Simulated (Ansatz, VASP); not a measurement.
InAs: VASP beside Ansatz

File INCAR:

```
PREC = Accurate
ENCUT = 630
EDIFF = 1E-6
ISMEAR = -1
SIGMA = 0.05
LREAL = False
LASPH = True
NELM = 100
ALGO = Normal
ISIF = 3
LWAVE = False
LCHARG = False
GGA = PE
IBRION = 2
NSW = 40
EDIFFG = -0.005
```

KPOINTS

```
Automatic mesh
0
Gamma
  8 8 8
```

POSCAR

```
InAs
1.0
    0.0000000000      3.0180000000      3.0180000000
    3.0180000000      0.0000000000      3.0180000000
    3.0180000000      3.0180000000      0.0000000000
In As
1 1
Direct
    0.0000000000      0.0000000000      0.0000000000
    0.7500000000      0.7500000000      0.7500000000
```

File input.yaml:

```yaml
crystal:
  lattice:
    - [0.0, 3.018, 3.018]
    - [3.018, 0.0, 3.018]
    - [3.018, 3.018, 0.0]
  atoms:
    - { symbol: In, position: [0.0, 0.0, 0.0] }
    - { symbol: As, position: [0.75, 0.75, 0.75] }
hamiltonian:
  xc: pbe
  pseudopotentials: { kind: paw }
kpoints:
  mp_grid: { grid: [8, 8, 8] }
scf:
  occupations: { method: fermi_dirac, width: 0.05 }
output:
  forces: true
  stress: true
relax:
  f_tol: 0.01
  max_steps: 40
  cell: { stress_tol: 0.05 }
```

Alike in both runs: task relaxation of cell and atoms; functional PBE; k mesh 8 × 8 × 8; occupations fermi-dirac, width 0.05 eV; no spin polarisation.

|  | VASP | Ansatz |
| --- | --- | --- |
| version | VASP 6.6.1 | Ansatz 0.2.0 |
| potentials or method | VASP PAW PBE potentials, release 64 (In_d_GW, As_GW) | Ansatz PAW |
| plane-wave cutoff (eV) | 630 | 420 |
| valence electrons in the cell | 18 | 28 |

Ansatz gave:

| Quantity | Value |
| --- | --- |
| relaxed volume (Å³/atom) | 29.60 |
| relaxed cell length with the largest relative difference (Å) | 4.375 |

Task: What did VASP give for the same quantities?

Result: Relaxed volume (Å³/atom): 29.58; relaxed cell length with the largest relative difference (Å): 4.374.

VASP's potentials hold 18 valence electrons a cell and Ansatz's 28, so a difference there can come from the potentials and not from the codes.

Noted on Ansatz's run: the plane-wave basis is chosen anew once the cell has moved, so the energies of steps on either side of that aren't comparable.
